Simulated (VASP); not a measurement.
Write the native input for VASP 6.6.1 that does the following.

* Task: single point
* Functional: PBE
* Potentials or basis: VASP PAW PBE potentials, release 64 (K_sv, Cl)
* Cutoff: 520 eV
* k mesh: 4 × 4 × 4
* Occupations: fermi-dirac, width 0.01 eV
* Spin: no spin polarisation
* Dipole correction: no
* Further INCAR settings: ALGO = Normal; EDIFF = 1e-07; NBANDS = 15

The structure of KCl lies in POSCAR:

```
KCl
1.0
    0.0000000000      3.1464700000      3.1464700000
    3.1464700000      0.0000000000      3.1464700000
    3.1464700000      3.1464700000      0.0000000000
K Cl
1 1
Direct
   -0.0111760000      0.0118590000     -0.0019720000
    0.4830260000      0.5020970000      0.5056370000
```

The input as run:

INCAR

```
SYSTEM = KCl
  PREC = Accurate
  ENCUT = 520
  EDIFF = 1E-7
  ISMEAR = -1
  SIGMA = 0.01
  LREAL = .FALSE.
  LASPH = .TRUE.
  NELM = 60
  ALGO = Normal
  ISIF = 2
  LWAVE = .FALSE.
  LCHARG = .TRUE.
  GGA = PE
  LELF = .TRUE.
  LVHAR = .TRUE.
  NBANDS = 15
```

KPOINTS

```
regular mesh
0
G
  4 4 4
  0 0 0
```

Potentials or basis: VASP PAW PBE potentials, release 64 (K_sv, Cl).

The run is started by

```console
$ cat potpaw_PBE.64/K_sv/POTCAR potpaw_PBE.64/Cl/POTCAR > POTCAR
$ mpirun -np 1 vasp_std > vasp.out
```

It gave:

```yaml
Pressure: 0.8 GPa
Largest_force: 0.068 eV/Å
Band_gap_on_the_k_mesh: 5.19 eV
```

Caveat: the k points lie up to 0.43 Å⁻¹ apart.

It took 67 s on 1 thread of Intel Xeon 8259CL, with other jobs on the host, peak memory 0.22 GiB.
